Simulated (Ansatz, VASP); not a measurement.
**Two plane-wave programs on Fe3Ge**

Contents of INCAR:

```
SYSTEM = Fe3Ge
  PREC = Accurate
  ENCUT = 520
  EDIFF = 1E-7
  ISMEAR = -1
  SIGMA = 0.03
  LREAL = .False.
  LASPH = .True.
  NELM = 150
  ALGO = Normal
  ISIF = 2
  LWAVE = .False.
  LCHARG = .False.
  LNONCOLLINEAR = .True.
  MAGMOM = 0 0 2.2 0 0 2.2 0 0 2.2 0 0 0
  LORBIT = 11
  LMAXMIX = 4
  GGA = PS
  NBANDS = 52
  LUSENCCL = .False.
```

File KPOINTS:

```
regular mesh
0
Gamma
  9 9 9
  0 0 0
```

File POSCAR:

```
Fe3Ge
1.0
    3.6605005200      0.0000000000      0.0000000000
    0.0000000000      3.6605005200      0.0000000000
    0.0000000000      0.0000000000      3.6605005200
Fe Ge
3 1
Direct
    0.0000000000      0.5000000000      0.5000000000
    0.5000000000      0.5000000000      0.0000000000
    0.5000000000      0.0000000000      0.5000000000
    0.0000000000      0.0000000000      0.0000000000
```

Input for Ansatz:

```yaml
crystal:
  lattice:
    - [3.66050052, 0.0, 0.0]
    - [0.0, 3.66050052, 0.0]
    - [0.0, 0.0, 3.66050052]
  atoms:
    - { symbol: Fe, position: [0.0, 0.5, 0.5], spin: 2.2, spin_axis: [0.0, 0.0, 1.0] }
    - { symbol: Fe, position: [0.5, 0.5, 0.0], spin: 2.2, spin_axis: [0.0, 0.0, 1.0] }
    - { symbol: Fe, position: [0.5, 0.0, 0.5], spin: 2.2, spin_axis: [0.0, 0.0, 1.0] }
    - { symbol: Ge, position: [0.0, 0.0, 0.0] }
magnetization:
  noncollinear: true
kpoints:
  mp_grid: { grid: [9, 9, 9] }
scf:
  occupations: { method: fermi_dirac, width: 0.03 }
  lower_state_search: "off"
hamiltonian:
  xc: pbesol
  pseudopotentials: { kind: paw }
output:
  eigenvalues: false
```

Alike in both runs: task single point; functional PBEsol; k mesh 9 × 9 × 9; occupations fermi-dirac, width 0.03 eV; non-collinear spin.

|  | VASP | Ansatz |
| --- | --- | --- |
| version | VASP 6.6.1 | Ansatz 0.2.0 |
| potentials or method | VASP PAW PBE potentials, release 64 (Fe, Ge_d) | PAW with Ansatz's default frozen-core files, scalar-relativistic |
| plane-wave cutoff (eV) | 520 | 420 |
| valence electrons in the cell | 38 | 62 |

```tsv
	VASP	Ansatz	Ansatz less VASP
net moment per atom (μB)	1.62	1.62	0.000
size of the moment on the site where the two differ most (μB)	0.14	0.05	-0.088
```

VASP's potentials were made for PBE, not for PBEsol. Site moments also hang on the region over which each program counts them. VASP's potentials hold 38 valence electrons a cell and Ansatz's 62, so a difference there can come from the potentials and not from the codes.
